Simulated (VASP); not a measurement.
A run of VASP 6.6.1:

INCAR

```
  PREC = Accurate
  ENCUT = 520
  EDIFF = 1E-6
  ISMEAR = -1
  SIGMA = 0.08
  LREAL = F
  LASPH = T
  NELM = 80
  ALGO = Normal
  ISIF = 2
  LWAVE = F
  LCHARG = T
  GGA = PS
  LELF = T
  LVHAR = T
  NBANDS = 12
```

Contents of KPOINTS:

```
regular mesh
0
Gamma
  18 18 18
```

File POSCAR:

```
Ag
1.0
   -1.4845307784      1.4845307784      1.4845307784
    1.4845307784     -1.4845307784      1.4845307784
    1.4845307784      1.4845307784     -1.4845307784
Ag
1
Direct
    0.0000000000      0.0000000000      0.0000000000
```

Potentials or basis: VASP PAW PBE potentials, release 64 (Ag).

Run with:

```sh
$ cat potpaw_PBE.64/Ag/POTCAR > POTCAR
$ mpirun -np 1 vasp_std > vasp.out
```

Hardware: 1 thread of AMD EPYC 7R13, on a shared host.

How long does it take, and how much memory?

It took 56 s on 1 thread of AMD EPYC 7R13 (shared host), peak memory 0.12 GiB. Counts: scf iterations 11, k points 195.
